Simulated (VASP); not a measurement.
# TiO2 (Pbcn) in VASP: single point with PBE+U

Aim: the single point of TiO2 with PBE+U.

All numbers are computed with VASP 6.6.1; they aren't measurements. Logs are shortened: lines on timing, memory, paths and dates and some standing lists are left out, and cuts for length are marked.

### Step 1. The cell of the first run

It takes space group Pbcn (No. 60, orthorhombic). The conventional cell has a = 4.499 Å, b = 5.448 Å, c = 4.877 Å, α = 90.00°, β = 90.00°, γ = 90.00°. Ti (site symmetry 2) has 6 O at 1.88 to 2.04 Å within 2.5 Å. Within 3.0 Å of O (site symmetry 1) lie 3 Ti at 1.88 to 2.04 Å and 12 O at 2.53 to 2.94 Å.

### Step 2. Single point, PBE+U (equal strain along all axes, cell held: -2.0 %, then relaxed in part)

File INCAR:

```
PREC     = Accurate       # precision mode
ENCUT    = 520            # plane-wave cutoff, eV
EDIFF    = 1E-6           # SCF threshold, eV
ISMEAR   = 0              # smearing method
SIGMA    = 0.02           # smearing width, eV
LREAL    = False          # projectors in reciprocal space
LASPH    = True           # aspherical terms in the spheres
NELM     = 150            # most SCF steps
ALGO     = Normal         # electronic algorithm
ISIF     = 2              # what is computed and relaxed
LWAVE    = False          # write WAVECAR
LCHARG   = False          # write CHGCAR
LMAXMIX  = 4              # l up to which the mixer works
LDAU     = True           # DFT+U
LDAUTYPE = 2            
LDAUL    = 2 -1           # shell
LDAUU    = 4 0            # U, eV
LDAUJ    = 0 0          
LDAUPRINT= 1            
GGA      = PE             # functional
NBANDS   = 60             # bands
```

File KPOINTS:

```
regular mesh
0
Gamma
  6 4 6
```

File POSCAR:

```
TiO2
1.0
    4.4994020876      0.0000000000      0.0000000000
    0.0000000000      5.4476194919      0.0000000000
    0.0000000000      0.0000000000      4.8774010882
Ti O
4 8
Direct
    0.5000000000      0.6716077320      0.7500000000
    0.0000000000      0.8283922680      0.2500000000
    0.5000000000      0.3283922680      0.2500000000
    0.0000000000      0.1716077320      0.7500000000
    0.7310248694      0.6120813832      0.0793424686
    0.2310248694      0.8879186168      0.9206575314
    0.7689751306      0.8879186168      0.5793424686
    0.2689751306      0.6120813832      0.4206575314
    0.7310248694      0.3879186168      0.5793424686
    0.2310248694      0.1120813832      0.4206575314
    0.7689751306      0.1120813832      0.0793424686
    0.2689751306      0.3879186168      0.9206575314
```

Potentials or basis: VASP PAW PBE potentials, release 64 (Ti_sv, O).

Run with:

```bash
$ cat potpaw_PBE.64/Ti_sv/POTCAR potpaw_PBE.64/O/POTCAR > POTCAR
$ mpirun -np 1 vasp_std > vasp.out
```

OUTCAR:

```text
PREC = Accurate
   ENCUT = 520
   EDIFF = 1E-6
   ISMEAR = 0
   LREAL = False
   LASPH = True
   NELM = 150
   ISIF = 2
   GGA = PE

 ion  position               nearest neighbor table
   1  0.500  0.672  0.750-   6 1.88   7 1.88   5 1.94   8 1.94   9 2.04  12 2.04
   2  0.000  0.828  0.250-   5 1.88   8 1.88   7 1.94   6 1.94  10 2.04  11 2.04
   3  0.500  0.328  0.250-  10 1.88  11 1.88   9 1.94  12 1.94   5 2.04   8 2.04
   4  0.000  0.172  0.750-   9 1.88  12 1.88  11 1.94  10 1.94   6 2.04   7 2.04
   5  0.731  0.612  0.079-   2 1.88   1 1.94   3 2.04
   6  0.231  0.888  0.921-   1 1.88   2 1.94   4 2.04
   7  0.769  0.888  0.579-   1 1.88   2 1.94   4 2.04
   8  0.269  0.612  0.421-   2 1.88   1 1.94   3 2.04
   9  0.731  0.388  0.579-   4 1.88   3 1.94   1 2.04
  10  0.231  0.112  0.421-   3 1.88   4 1.94   2 2.04
  11  0.769  0.112  0.079-   3 1.88   4 1.94   2 2.04
  12  0.269  0.388  0.921-   4 1.88   3 1.94   1 2.04

  LATTYP: Found a simple orthorhombic cell.
 ALAT       =     4.4994020876
 B/A-ratio  =     1.0840109404
 C/A-ratio  =     1.2107429800

  Lattice vectors:

 A1 = (  -4.4994020876,   0.0000000000,   0.0000000000)
 A2 = (   0.0000000000,   0.0000000000,   4.8774010882)
 A3 = (   0.0000000000,   5.4476194919,   0.0000000000)

Analysis of symmetry for initial positions (statically):
=====================================================================
 Subroutine PRICEL returns:
 Original cell was already a primitive cell.

 Routine SETGRP: Setting up the symmetry group for a
 simple orthorhombic supercell.

 Subroutine GETGRP returns: Found  8 space group operations
 (whereof  2 operations were pure point group operations)
 out of a pool of  8 trial point group operations.

The static configuration has the point symmetry S_2 .
 The point group associated with its full space group is D_2h.

Analysis of symmetry for dynamics (positions and initial velocities):
[... 173 lines left out ...]
   NGX = 17   NGY = 21   NGZ = 19

atom =   1  type =  1  l = 2

 onsite density matrix

spin component  1
[... 116 lines left out ...]
  o =  0.0950  v = -0.5710  0.8210  0.0000  0.0000  0.0000  0.0000  0.0000  0.0000  0.0000  0.0000      0.0000  0.0000  0.0000  0.0000  0.0000  0.0000  0.0000  0.0000  0.0000  0.0000
  o =  0.0950  v =  0.0000  0.0000  0.0000  0.0000  0.0000 -0.5710  0.8210  0.0000  0.0000  0.0000      0.0000  0.0000  0.0000  0.0000  0.0000  0.0000  0.0000  0.0000  0.0000  0.0000
  o =  0.0962  v =  0.0000  0.0000 -0.8144 -0.5540 -0.1726  0.0000  0.0000  0.0000  0.0000  0.0000      0.0000  0.0000  0.0000  0.0000  0.0000  0.0000  0.0000  0.0000  0.0000  0.0000
  o =  0.0962  v =  0.0000  0.0000  0.0000  0.0000  0.0000  0.0000  0.0000 -0.8144 -0.5540 -0.1726      0.0000  0.0000  0.0000  0.0000  0.0000  0.0000  0.0000  0.0000  0.0000  0.0000
  o =  0.1118  v =  0.0000  0.0000  0.2575 -0.0785 -0.9631  0.0000  0.0000  0.0000  0.0000  0.0000      0.0000  0.0000  0.0000  0.0000  0.0000  0.0000  0.0000  0.0000  0.0000  0.0000
  o =  0.1118  v =  0.0000  0.0000  0.0000  0.0000  0.0000  0.0000  0.0000  0.2575 -0.0785 -0.9631      0.0000  0.0000  0.0000  0.0000  0.0000  0.0000  0.0000  0.0000  0.0000  0.0000
  o =  0.2541  v = -0.8210 -0.5710 -0.0000 -0.0000 -0.0000  0.0000  0.0000  0.0000  0.0000  0.0000      0.0000  0.0000  0.0000  0.0000  0.0000  0.0000  0.0000  0.0000  0.0000  0.0000
  o =  0.2541  v =  0.0000  0.0000  0.0000  0.0000  0.0000 -0.8210 -0.5710 -0.0000 -0.0000 -0.0000      0.0000  0.0000  0.0000  0.0000  0.0000  0.0000  0.0000  0.0000  0.0000  0.0000
  o =  0.2631  v =  0.0000  0.0000  0.0000  0.0000  0.0000  0.0000 -0.0000 -0.5200  0.8288 -0.2066      0.0000  0.0000  0.0000  0.0000  0.0000  0.0000  0.0000  0.0000  0.0000  0.0000
  o =  0.2631  v =  0.0000 -0.0000 -0.5200  0.8288 -0.2066  0.0000  0.0000  0.0000  0.0000  0.0000      0.0000  0.0000  0.0000  0.0000  0.0000  0.0000  0.0000  0.0000  0.0000  0.0000

 number of electron      95.9999994 magnetization

 Free energy of the ion-electron system (eV)
  ---------------------------------------------------
  ext. energy  EPLUGINS =         0.00000000
  ---------------------------------------------------
  free energy    TOTEN  =       -96.22785053 eV

  energy without entropy =      -96.22785053  energy(sigma->0) =      -96.22785053

 E-fermi :   5.4114     XC(G=0): -11.7033

 val. band max:        5.2816675102   @ k =   0.0000   0.0000   0.0000
 cond. band min:       8.4134511261   @ k =   0.0000   0.0000   0.0000
 fundamental gap:      3.1317836159
 Fermi energy:         5.4114380127

 k-point     1 :       0.0000    0.0000    0.0000
  band No.  band energies     occupation
      1     -52.1444      2.00000
      2     -52.1210      2.00000
      3     -52.1105      2.00000
      4     -52.1055      2.00000
      5     -28.5470      2.00000
      6     -28.4711      2.00000
[... 1501 lines left out ...]
     59       9.8122      0.00000
     60       9.8122      0.00000

 [... further k-points ...]
[... 5 lines left out ...]
  --------------------------------------------------------------------------------------
  -------------------------------------------------------------------------------------
  Total       14.8540075     13.8030549     15.1152121      0.0000000      0.0000000     -0.0000000
  in kB      199.0692496    184.9846778    202.5698413      0.0000000      0.0000000     -0.0000000
  external PRESSURE =     195.5412562 kB  Pullay stress =       0.0000000 kB

 VOLUME and BASIS-vectors are now :
 -----------------------------------------------------------------------------
  energy-cutoff  :      520.00
  volume of cell :      119.55
      direct lattice vectors                 reciprocal lattice vectors
     4.499402088  0.000000000  0.000000000     0.222251753  0.000000000  0.000000000
     0.000000000  5.447619492  0.000000000     0.000000000  0.183566419  0.000000000
     0.000000000  0.000000000  4.877401088     0.000000000  0.000000000  0.205027223

 POSITION                                       TOTAL-FORCE (eV/Angst)
 -----------------------------------------------------------------------------------
      2.24970      3.65866      3.65805         0.000000     -0.276753     -0.000000
      0.00000      4.51277      1.21935         0.000000      0.276753     -0.000000
      2.24970      1.78896      1.21935         0.000000      0.276753     -0.000000
      0.00000      0.93485      3.65805         0.000000     -0.276753     -0.000000
      3.28917      3.33439      0.38699         0.006758     -0.155391      0.013982
      1.03947      4.83704      4.49042         0.006758      0.155391     -0.013982
      3.45993      4.83704      2.82569        -0.006758      0.155391      0.013982
      1.21023      3.33439      2.05172        -0.006758     -0.155391     -0.013982
      3.28917      2.11323      2.82569         0.006758      0.155391      0.013982
      1.03947      0.61058      2.05172         0.006758     -0.155391     -0.013982
      3.45993      0.61058      0.38699        -0.006758     -0.155391      0.013982
      1.21023      2.11323      4.49042        -0.006758      0.155391     -0.013982
 -----------------------------------------------------------------------------------
    total drift:                               -0.000000     -0.000000      0.000000

  FREE ENERGIE OF THE ION-ELECTRON SYSTEM (eV)
  ---------------------------------------------------
  free  energy   TOTEN  =       -96.2278505258 eV

  energy  without entropy=      -96.2278505258  energy(sigma->0) =      -96.22785053
```

stdout:

```text
POSCAR found type information on POSCAR TiO
 POSCAR found :  2 types and      12 ions
 scaLAPACK will be used
 LDA part: xc-table for (Slater+PW92), standard interpolation
 POSCAR, INCAR and KPOINTS ok, starting setup
 FFT: planning ... GRIDC
 FFT: planning ... GRID_SOFT
 FFT: planning ... GRID
 WAVECAR not read
 entering main loop
```

Run time: 9.7 min. Hardware: 1 thread of Intel Xeon 8259CL, shared host; peak memory 0.38 GiB.

What came out:

| Quantity | Value |
| --- | --- |
| Free energy | -96.2279 eV |
| Pressure | 19.6 GPa |
| Largest force | 0.277 eV/Å |
| Band gap on the k mesh | 3.13 eV |

Forces on the atoms (eV/Å):
```
Ti   0.000 -0.277  0.000
Ti   0.000  0.277  0.000
Ti   0.000  0.277  0.000
Ti   0.000 -0.277  0.000
O    0.007 -0.155  0.014
O    0.007  0.155 -0.014
O   -0.007  0.155  0.014
O   -0.007 -0.155 -0.014
O    0.007  0.155  0.014
O    0.007 -0.155 -0.014
O   -0.007 -0.155  0.014
O   -0.007  0.155 -0.014
```

Stress tensor (GPa, compression positive):
```
19.91  0.00  0.00
 0.00 18.50  0.00
 0.00  0.00 20.26
```

Levels at points of the mesh, in eV from the valence-band top:
```
           k point  band 46  band 47  band 48  band 49  band 50  band 51
(0.00, 0.00, 0.00)    -0.39    -0.15     0.00     3.13     3.24     3.25
(0.50, 0.00, 0.00)    -0.39    -0.27    -0.27     3.70     3.70     3.78
(0.00, 0.50, 0.00)    -1.25    -0.18    -0.18     3.39     3.39     3.74
(0.50, 0.50, 0.00)    -0.66    -0.39    -0.39     3.47     3.47     3.57
(0.00, 0.00, 0.50)    -0.47    -0.36    -0.36     3.14     3.14     3.57
(0.50, 0.00, 0.50)    -0.48    -0.48    -0.48     3.48     3.48     3.48
(0.00, 0.50, 0.50)    -0.50    -0.50    -0.50     3.50     3.50     3.50
(0.50, 0.50, 0.50)    -0.81    -0.81    -0.81     3.43     3.43     3.43
```

Eigenvalues of the final occupation matrices:
```tsv
site	spin	trace	eigenvalues
site 1 d	1	0.82	0.10 0.10 0.11 0.25 0.26
site 1 d	2	0.82	0.10 0.10 0.11 0.25 0.26
site 2 d	1	0.82	0.10 0.10 0.11 0.25 0.26
site 2 d	2	0.82	0.10 0.10 0.11 0.25 0.26
site 3 d	1	0.82	0.10 0.10 0.11 0.25 0.26
site 3 d	2	0.82	0.10 0.10 0.11 0.25 0.26
site 4 d	1	0.82	0.10 0.10 0.11 0.25 0.26
site 4 d	2	0.82	0.10 0.10 0.11 0.25 0.26
```

Caveat: the cell differs from its parent crystal (equal strain along all axes, cell held: -2.0 %, then relaxed in part); the cell stands under pressure. A k mesh can miss the band edges.
